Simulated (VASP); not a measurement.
Si2Ni:

```xyz
3
Lattice="0.0000 2.7030 2.7030 2.7030 0.0000 2.7030 2.7030 2.7030 0.0000" Properties=species:S:1:pos:R:3 pbc="T T T"
Si    1.3515    1.3515    1.3515
Si    4.0545    4.0545    4.0545
Ni    0.0000    0.0000    0.0000
```

* Program: VASP 6.6.1
* Task: relaxation of cell and atoms
* Functional: PBE
* Potentials or basis: VASP PAW PBE potentials, release 64 (Si, Ni)
* Cutoff: 600 eV
* k mesh: 14 × 14 × 14
* Occupations: gaussian, width 0.1 eV
* Spin: no spin polarisation

At the start: pressure 3.2 GPa; volume 13.17 Å³/atom.

Problem. How do energy, volume and symmetry change on relaxing?

Solution. Over 3 steps the energy falls by 3.1 meV/atom and the volume is 13.47 Å³/atom (+2.3 %); space group Fm-3m (No. 225, to 0.05 Å).

Step by step:
```
step  energy change (eV)  largest force (eV/Å)  pressure (GPa)  volume (Å³)
   1              0.0000                0.0000            3.22        39.50
   2             -0.0047                0.0000           -2.29        41.03
   3             -0.0092                0.0000            0.01        40.40
```

Final structure:
```
Si Ni
1.0
     0.00000    2.72353    2.72353
     2.72353    0.00000    2.72353
     2.72353    2.72353    0.00000
Si Ni
2 1
Direct
  0.25000 0.25000 0.25000
  0.75000 0.75000 0.75000
  0.00000 0.00000 0.00000
```
